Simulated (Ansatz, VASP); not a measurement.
## One calculation of Li2Se, two programs

```xyz
3
Lattice="0.0000 2.9727 2.9727 2.9727 0.0000 2.9727 2.9727 2.9727 0.0000" Properties=species:S:1:pos:R:3 pbc="T T T"
Li    1.4863    1.4863    1.4863
Li    4.4590    4.4590    4.4590
Se    0.0000    0.0000    0.0000
```

Alike in both runs: functional r2SCAN; k mesh 8 × 8 × 8; occupations fermi-dirac, width 0.02 eV; no spin polarisation.

Ansatz relaxed the structure, and its values are those at the end. VASP's run is a single point on that final structure, the one shown.

|  | VASP | Ansatz |
| --- | --- | --- |
| version | VASP 6.6.1 | Ansatz 0.2.0 |
| potentials or method | VASP PAW PBE potentials, release 64 (Li_sv, Se), cutoff 830 eV | PAW plane waves |
| valence electrons in the cell | 12 | 22 |

|  | VASP | Ansatz | Ansatz less VASP |
| --- | --- | --- | --- |
| gap on the k mesh at the Fermi level (eV) | 3.44 | 3.46 | +0.021 |
| pressure (GPa) | 0.6 | 0.7 | +0.06 |

VASP's potentials were made for PBE, not for r2SCAN. VASP's potentials hold 12 valence electrons a cell and Ansatz's 22, so a difference there can come from the potentials and not from the codes. Ansatz's warnings: stress scf threshold loose.
